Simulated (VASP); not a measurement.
# Sb in VASP: a series of runs, part 4 of 4

VASP 6.6.1. Earlier steps stand in the parts before.

**5. Relaxation of cell and atoms, PBE**

Input file INCAR:

```
SYSTEM = Sb
ALGO     = Normal         ! electronic algorithm
EDIFF    = 1E-6           ! SCF threshold, eV
EDIFFG   = -0.04          ! ionic threshold
ENCUT    = 600            ! plane-wave cutoff, eV
GGA      = PE             ! functional
IBRION   = 2              ! ionic algorithm
ISIF     = 3              ! what is computed and relaxed
ISMEAR   = 0              ! smearing method
LASPH    = .True.         ! aspherical terms in the spheres
LCHARG   = .False.        ! write CHGCAR
LREAL    = .False.        ! projectors in reciprocal space
LWAVE    = .False.        ! write WAVECAR
NELM     = 80             ! most SCF steps
NSW      = 90             ! ionic steps
PREC     = Accurate       ! precision mode
SIGMA    = 0.1            ! smearing width, eV
```

Input file KPOINTS:

```
k-points
0
Gamma
  6 6 4
  0 0 0
```

Input file POSCAR:

```
Sb
1.0
    3.3488112600      0.0000000000      0.0000000000
    0.0000000000      3.5581476400      0.0000000000
    0.0000000000      0.0000000000      4.7666939000
Sb
2
Direct
    0.5000000000      0.0000000000      0.9730890500
    0.0000000000      0.5000000000      0.0269109500
```

Potentials or basis: VASP PAW PBE potentials, release 64 (Sb).

Launch:

```
> cat potpaw_PBE.64/Sb/POTCAR > POTCAR
> mpirun -np 1 vasp_std > vasp.out
```

OUTCAR:

```text
SYSTEM = Sb
   EDIFF = 1E-6
   EDIFFG = -0.04
   ENCUT = 600
   GGA = PE
   IBRION = 2
   ISIF = 3
   ISMEAR = 0
   LASPH = .True.
   LREAL = .False.
   NELM = 80
   NSW = 90
   PREC = Accurate

 ion  position               nearest neighbor table
   1  0.500  0.000  0.973-   2 2.46   2 2.46   2 2.46   2 2.46
   2  0.000  0.500  0.027-   1 2.46   1 2.46   1 2.46   1 2.46

  LATTYP: Found a simple orthorhombic cell.
 ALAT       =     3.3488112600
 B/A-ratio  =     1.0625106534
 C/A-ratio  =     1.4233987914

  Lattice vectors:

 A1 = (   3.3488112600,   0.0000000000,   0.0000000000)
 A2 = (   0.0000000000,   3.5581476400,   0.0000000000)
 A3 = (   0.0000000000,   0.0000000000,   4.7666939000)

Analysis of symmetry for initial positions (statically):
=====================================================================
 Subroutine PRICEL returns:
 Original cell was already a primitive cell.

 Routine SETGRP: Setting up the symmetry group for a
 simple orthorhombic supercell.

 Subroutine GETGRP returns: Found  8 space group operations
 (whereof  4 operations were pure point group operations)
 out of a pool of  8 trial point group operations.

The static configuration has the point symmetry C_2v.
 The point group associated with its full space group is D_2h.

Analysis of symmetry for dynamics (positions and initial velocities):
=====================================================================
 Subroutine PRICEL returns:
 Original cell was already a primitive cell.

 Routine SETGRP: Setting up the symmetry group for a
 simple orthorhombic supercell.

 Subroutine GETGRP returns: Found  8 space group operations
 (whereof  4 operations were pure point group operations)
 out of a pool of  8 trial point group operations.

The dynamic configuration has the point symmetry C_2v.
 The point group associated with its full space group is D_2h.

 Subroutine INISYM returns: Found  8 space group operations
 (whereof  4 operations are pure point group operations),
 and found     1 'primitive' translations

----------------------------------------------------------------------------------------

                                     Primitive cell

  volume of cell :      56.7979

  direct lattice vectors                    reciprocal lattice vectors
     3.348811260  0.000000000  0.000000000     0.298613425  0.000000000  0.000000000
     0.000000000  3.558147640  0.000000000     0.000000000  0.281045111  0.000000000
     0.000000000  0.000000000  4.766693900     0.000000000  0.000000000  0.209789011

  length of vectors
     3.348811260  3.558147640  4.766693900     0.298613425  0.281045111  0.209789011

  position of ions in fractional coordinates (direct lattice)
     0.500000000  0.000000000  0.973089050
     0.000000000  0.500000000  0.026910950

  ion indices of the primitive-cell ions
   primitive index   ion index
                 1           1
                 2           2

----------------------------------------------------------------------------------------

 KPOINTS: k-points

Automatic generation of k-mesh.
 Grid dimensions read from file:
 generate k-points for:    6    6    4

 Generating k-lattice:

  Cartesian coordinates                     Fractional coordinates (reciprocal lattice)
     0.049768904  0.000000000  0.000000000     0.166666667  0.000000000  0.000000000
     0.000000000  0.046840852  0.000000000     0.000000000  0.166666667  0.000000000
     0.000000000  0.000000000  0.052447253     0.000000000  0.000000000  0.250000000

  Length of vectors
     0.049768904  0.046840852  0.052447253

  Shift w.r.t. Gamma in fractional coordinates (k-lattice)
     0.000000000  0.000000000  0.000000000

 Subroutine IBZKPT returns following result:
 ===========================================

 Found     48 irreducible k-points:

 Following reciprocal coordinates:
            Coordinates               Weight
  0.000000  0.000000  0.000000      1.000000
  0.166667  0.000000  0.000000      2.000000
  0.333333  0.000000  0.000000      2.000000
  0.500000  0.000000  0.000000      1.000000
  0.000000  0.166667  0.000000      2.000000
  0.166667  0.166667  0.000000      4.000000
[... 16 lines left out ...]
  0.333333  0.166667  0.250000      8.000000
  0.500000  0.166667  0.250000      4.000000
 [... further k-points ...]
   k-points           NKPTS =     48   k-points in BZ     NKDIM =     48   number of bands    NBANDS=      9
   number of dos      NEDOS =    301   number of ions     NIONS =      2
   total plane-waves  NPLWV =  31360
   dimension x,y,z NGX =    28 NGY =   28 NGZ =   40
   dimension x,y,z NGXF=    56 NGYF=   56 NGZF=   80
   ions per type =               2
   NGX,Y,Z   is equivalent  to a cutoff of  13.90, 13.08, 13.95 a.u.
   NGXF,Y,Z  is equivalent  to a cutoff of  27.80, 26.16, 27.90 a.u.
 SYSTEM =  Sb
   PREC   = accura    normal or accurate (medium, high low for compatibility)
   ISTART =      0    job   : 0-new  1-cont  2-samecut
   ICHARG =      2    charge: 1-file 2-atom 10-const
   ISPIN  =      1    spin polarized calculation?
   LNONCOLLINEAR =      F non collinear calculations
   LSORBIT =      F    spin-orbit coupling
   LASPH  =      T    aspherical Exc in radial PAW
   ENCUT  =  600.0 eV  44.10 Ry    6.64 a.u.   6.69  7.11  9.52*2*pi/ulx,y,z
   NELM   =     80;   NELMIN=  2; NELMDL= -5     # of ELM steps
   EDIFF  = 0.1E-05   stopping-criterion for ELM
   LREAL  =      F    real-space projection
   EDIFFG = -.4E-01   stopping-criterion for IOM
   NSW    =     90    number of steps for IOM
   IBRION =      2    ionic relax: 0-MD 1-quasi-New 2-CG
   NFREE  =      1    steps in history (QN), initial steepest desc. (CG)
   ISIF   =      3    stress and relaxation
   ISYM   =      2    0-nonsym 1-usesym 2-fastsym
   POTIM  = 0.5000    time-step for ionic-motion
   TEBEG  =    0.0;   TEEND  =   0.0 temperature during run
   PSTRESS=    0.0 pullay stress
   NELECT =      10.0000    total number of electrons
   NUPDOWN=      -1.0000    fix difference up-down
   EMIN   =  10.00;   EMAX   =-10.00  energy-range for DOS
   EFERMI =   0.00;   METHOD = LEGACY
   ISMEAR =     0;   SIGMA  =   0.10  broadening in eV -4-tet -1-fermi 0-gaus
   EFERMI_NEDOS =   21; number of points for ismear=-14 and -15
   IALGO  =     38    algorithm
   IMIX   =      4    mixing-type and parameters
     AMIX     =   0.40;   BMIX     =  1.00
     AMIX_MAG =   1.60;   BMIX_MAG =  1.00
  volume/ion in A,a.u.               =      28.40       191.65
  Fermi-wavevector in a.u.,A,eV,Ry     =   0.917552  1.733923 11.454777  0.841902
  Thomas-Fermi vector in A             =   2.042534
   LORBIT       =      0    0 simple, 1 ext, 2 COOP (PROOUT), +10 PAW based schemes
   GGA     = PE    functional components
   LHFCALC =     F    Hartree Fock is set to
   AEXX    =    0.0000 exact exchange contribution
   IVDW    =     0    specifies the selected vdW correction
   LEPSILON=     F    determine dielectric tensor
   LRPA    =     F    only Hartree local field effects (RPA)
 conjugate gradient relaxation of ions
 non-spin polarized calculation
 Gauss-broadening in eV      SIGMA  =   0.10
  energy-cutoff  :      600.00
  volume of cell :       56.80
 maximum number of plane-waves:      1920
 NGX is ok and might be reduce to    28
   NGX = 13   NGY = 15   NGZ = 19

--------------------------------------- Ionic step        1  -------------------------------------------

 number of electron      10.0000000 magnetization

 Free energy of the ion-electron system (eV)
  ---------------------------------------------------
  ext. energy  EPLUGINS =         0.00000000
  ---------------------------------------------------
  free energy    TOTEN  =        -2.74013244 eV

  energy without entropy =       -2.73399703  energy(sigma->0) =       -2.73706473

------------------------ aborting loop because EDIFF is reached ----------------------------------------

  FORCE on cell =-STRESS in cart. coord.  units (eV):
  Direction    XX          YY          ZZ          XY          YZ          ZX
  --------------------------------------------------------------------------------------
  -------------------------------------------------------------------------------------
  Total       28.8135250     30.1225762      0.2000501      0.0000000      0.0000000      0.0000000
  in kB      812.7838684    849.7101260      5.6430968      0.0000000      0.0000000      0.0000000
  external PRESSURE =     556.0456971 kB  Pullay stress =       0.0000000 kB
[... 972 lines left out ...]
 k-point    24 :       0.5000    0.1667    0.2500
  band No.  band energies     occupation
      1      -1.8748      2.00000
      2      -1.8748      2.00000
      3       5.9808      2.00000
      4       5.9808      2.00000
      5       7.1245      2.00000
      6       7.1245      2.00000
      7      12.1753      0.00000
      8      12.1753      0.00000
      9      15.5496      0.00000

 [... further k-points ...]

[... ionic steps 4 to 24 ...]

--------------------------------------- Ionic step       25  -------------------------------------------

 number of electron      10.0000000 magnetization

------------------------ aborting loop because EDIFF is reached ----------------------------------------
[... 67 lines left out ...]
--------------------------------------- Ionic step       27  -------------------------------------------

 number of electron      10.0000001 magnetization

 Free energy of the ion-electron system (eV)
  ---------------------------------------------------
  ext. energy  EPLUGINS =         0.00000000
  ---------------------------------------------------
  free energy    TOTEN  =        -8.02802493 eV

  energy without entropy =       -8.02327187  energy(sigma->0) =       -8.02564840

 E-fermi :   7.0400     XC(G=0):  -9.6733

 val. band max:        6.9513899222   @ k =   0.0000   0.5000   0.2500
 cond. band min:       7.0630961934   @ k =   0.1667   0.1667   0.2500
 fundamental gap:      0.1117062712
 Fermi energy:         7.0400176604
[... 317 lines left out ...]
  FREE ENERGIE OF THE ION-ELECTRON SYSTEM (eV)
  ---------------------------------------------------
  free  energy   TOTEN  =        -8.0280249254 eV

  energy  without entropy=       -8.0232718689  energy(sigma->0) =       -8.02564840

 reached required accuracy - stopping structural energy minimisation
```

Run time: 4.3 min. Hardware: 1 thread of Intel Xeon Platinum 8488C (Sapphire Rapids), shared host; peak memory 0.21 GiB.

What came out:

```yaml
Free_energy: -8.0280 eV
Relaxed_volume: 29.73 Å³/atom
Relaxed_cell: a = 4.215 Å, b = 4.222 Å, c = 3.341 Å, α = 90.00°, β = 90.00°, γ = 90.00°
Space_group_after_relaxing_to_0.05_Å: P4/nmm (No. 129)
Energy_gained_by_relaxing: 2643.9 meV/atom
Ionic_steps: 27
Pressure_after_relaxing: 0.0 GPa
Largest_force_after_relaxing: 0.039 eV/Å
Band_gap_on_the_k_mesh: zero (band 5 reaches 10.90 eV, above the bottom of band 6 at 4.15 eV)
```

Forces in eV/Å, atoms in the order of the input:
```
Sb   0.000  0.000  0.039
Sb   0.000  0.000 -0.039
```

Stress tensor (GPa, compression positive):
```
 0.08  0.00  0.00
 0.00  0.00  0.00
 0.00  0.00 -0.03
```

The path:
```
step  energy change (eV)  largest force (eV/Å)  pressure (GPa)  volume (Å³)
   1              0.0000                2.4693           55.60        56.80
   2             -0.9394                0.1993           -4.65       167.03
   3             -1.7939                0.2082           -5.68       145.15
   4             -2.6689                0.2097           -6.40       126.71
   5             -4.4622                0.2114           -2.98        88.27
   6             -4.3265                0.5822            6.00        75.42
   7             -4.5248                0.3219           -1.25        84.18
   8             -4.5290                0.3488           -0.40        82.75
   9             -4.5287                0.3381           -0.75        83.32
  10             -4.5513                0.3519           -0.75        82.03
  11             -4.6222                0.3834           -0.71        78.14
  12             -4.7974                0.4731           -0.60        70.39
  13             -5.1617                0.0768            4.90        55.04
  14             -5.0961                0.3900            1.13        61.30
  15             -5.1787                0.1974            2.93        57.53
  16             -5.1815                0.1709            3.35        56.91
  17             -5.1914                0.1244            3.27        56.72
  18             -5.1980                0.0464            3.20        56.37
  19             -5.2067                0.0364            2.78        56.72
  20             -5.2272                0.0085            1.59        57.78
  21             -5.2461                0.0504           -0.49        59.93
  22             -5.2468                0.0628           -0.92        60.43
  23             -5.2541                0.0692           -0.89        60.40
  24             -5.2710                0.0741           -0.75        60.29
  25             -5.2866                0.0652           -0.52        60.00
  26             -5.2868                0.0664           -0.48        59.96
  27             -5.2879                0.0385            0.02        59.46
```

Final structure:
```yaml
crystal:
  lattice:
    - [4.21511, 0.00000, 0.00000]
    - [0.00000, 4.22248, 0.00000]
    - [0.00000, 0.00000, 3.34077]
  atoms:
    - { symbol: Sb, position: [0.50000, 0.00000, 0.90037] }
    - { symbol: Sb, position: [0.00000, 0.50000, 0.09963] }
```

Levels at points of the mesh, in eV from the Fermi level:
| k point | band 2 | band 3 | band 4 | band 5 | band 6 | band 7 | band 8 | band 9 |
| --- | --- | --- | --- | --- | --- | --- | --- | --- |
| (0.00, 0.00, 0.00) | -6.36 | -3.07 | -3.05 | 2.24 | 2.53 | 3.24 | 4.33 | 4.33 |
| (0.50, 0.00, 0.00) | -10.25 | -0.71 | -0.71 | -0.21 | -0.21 | 3.41 | 3.41 | 7.40 |
| (0.00, 0.50, 0.00) | -10.26 | -0.69 | -0.69 | -0.19 | -0.19 | 3.41 | 3.41 | 7.40 |
| (0.50, 0.50, 0.00) | -9.38 | -5.43 | -5.43 | 3.86 | 3.86 | 6.21 | 6.21 | 8.62 |
| (0.00, 0.00, 0.50) | -6.43 | -3.30 | -1.53 | -1.51 | -0.59 | 3.58 | 3.59 | 4.63 |
| (0.50, 0.00, 0.50) | -8.49 | -3.80 | -3.80 | 0.72 | 0.72 | 1.91 | 1.91 | 6.06 |
| (0.00, 0.50, 0.50) | -8.50 | -3.80 | -3.80 | 0.74 | 0.74 | 1.93 | 1.93 | 6.08 |
| (0.50, 0.50, 0.50) | -7.63 | -3.77 | -3.77 | -2.89 | -2.89 | 1.27 | 1.27 | 9.24 |

Caveat: spin-orbit coupling is left out, which moves the levels of the heavy elements.

**6. The runs side by side**

| task | cell | k mesh | cutoff (eV) | gap on the mesh (eV) | pressure (GPa) | relaxed volume (Å³/atom) | largest force (eV/Å) |
| --- | --- | --- | --- | --- | --- | --- | --- |
| single point | a = 3.349, b = 3.558, c = 4.767 Å, 2 atoms | 6 × 6 × 4 | 520 | none | 55.6 | - | 2.47 |
| single point | a = 4.280, b = 4.277, c = 3.288 Å, 2 atoms | 6 × 6 × 4 | 520 | none | -0.2 | - | 0.01 |
| relaxation of cell and atoms | relaxed from a = 4.278, b = 4.278, c = 3.288 Å, 2 atoms | 4 × 4 × 6 | 600 | none | -0.1 | 30.39 | 0.01 |
| relaxation of cell and atoms | relaxed from a = 3.349, b = 3.558, c = 4.767 Å, 2 atoms | 6 × 6 × 4 | 600 | none | 0.0 | 29.73 | 0.04 |

Alike in all rows: level PBE; potentials or basis VASP PAW PBE potentials, release 64 (Sb); no spin polarisation; smearing gaussian 0.1 eV.

Caveats: some runs use coarse meshes; spin-orbit coupling is left out, which moves the levels of the heavy elements; forces of over 1 eV/Å act on the atoms, so gaps and moduli don't describe the material at rest (some runs).

Total energies depend on the potentials used, so only differences within one code and one set of settings carry meaning.
